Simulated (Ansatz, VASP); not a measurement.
One calculation of SnO2, two programs

The input INCAR:

```
  PREC = Accurate
  ENCUT = 520
  EDIFF = 1E-7
  ISMEAR = 0
  SIGMA = 0.05
  LREAL = False
  LASPH = True
  NELM = 60
  ALGO = Normal
  ISIF = 2
  LWAVE = False
  LCHARG = False
  GGA = PE
  IVDW = 12
  NBANDS = 35
```

The input KPOINTS:

```
Automatic mesh
0
Gamma
  8 6 6
```

File POSCAR:

```
SnO2
1.0
    1.6186264610     -2.8035432689      0.0000000000
    1.6186264610      0.9345144230      4.2918257460
   -4.8558793830     -2.8035432689      0.0000000000
Sn O
2 4
Direct
    0.5000000000      0.4795089099     -0.0062714891
    0.0000000000      0.5204910901      0.5062714891
    0.5000000000      0.7384223820      0.7541200272
    1.0000000000      0.7231777338      0.2330800114
    0.5000000000      0.2768222662      0.2669199886
    1.0000000000      0.2615776180      0.7458799728
```

Input for Ansatz:

```yaml
crystal:
  lattice:
    - [1.618626461, -2.8035432689, 0.0]
    - [1.618626461, 0.934514423, 4.291825746]
    - [-4.855879383, -2.8035432689, 0.0]
  atoms:
    - { symbol: Sn, position: [0.5, 0.4795089099, -0.0062714891] }
    - { symbol: Sn, position: [0.0, 0.5204910901, 0.5062714891] }
    - { symbol: O, position: [0.5, 0.738422382, 0.7541200272] }
    - { symbol: O, position: [1.0, 0.7231777338, 0.2330800114] }
    - { symbol: O, position: [0.5, 0.2768222662, 0.2669199886] }
    - { symbol: O, position: [1.0, 0.261577618, 0.7458799728] }
basis:
  ecutwfc: 520.0
kpoints:
  mp_grid: { grid: [8, 6, 6] }
hamiltonian:
  xc: pbe
  pseudopotentials: { kind: paw, azcp: { folder: soft_1 } }
  dispersion: d3bj
scf:
  occupations: { method: gaussian, width: 0.05 }
output:
  forces: true
  stress: true
  eigenvalues: true
  write_density: true
  write_potential: true
  elf: true
  volumetric_format: npy
```

Change from the starting cell: mode 4 frozen in at -0.088 Å and mode 5 at +0.000 Å (largest displacements).

Alike in both runs: task single point; functional PBE; dispersion D3(BJ); k mesh 8 × 6 × 6; occupations gaussian, width 0.05 eV; no spin polarisation.

```csv
,VASP,Ansatz
version,VASP 6.6.1,Ansatz 0.2.0
potentials or method,"VASP PAW PBE potentials, release 64 (Sn_d, O), cutoff 520 eV","scalar-relativistic, plane waves, PAW"
valence electrons in the cell,52,52
```

|  | VASP | Ansatz | Ansatz less VASP |
| --- | --- | --- | --- |
| gap on the k mesh at the Fermi level (eV) | 1.50 | 1.52 | +0.023 |
| least direct gap on the mesh (eV) | 1.50 | 1.52 | +0.023 |
| pressure (GPa) | 0.3 | -0.3 | -0.67 |
| traceless stress, the component that is largest in VASP (GPa) | -0.59 | -0.14 | +0.452 |
| rms of the force components (eV/Å) | 0.064 | 0.063 | -0.0007 |

Atom by atom the forces differ by 0.027 eV/Å (rms over components).
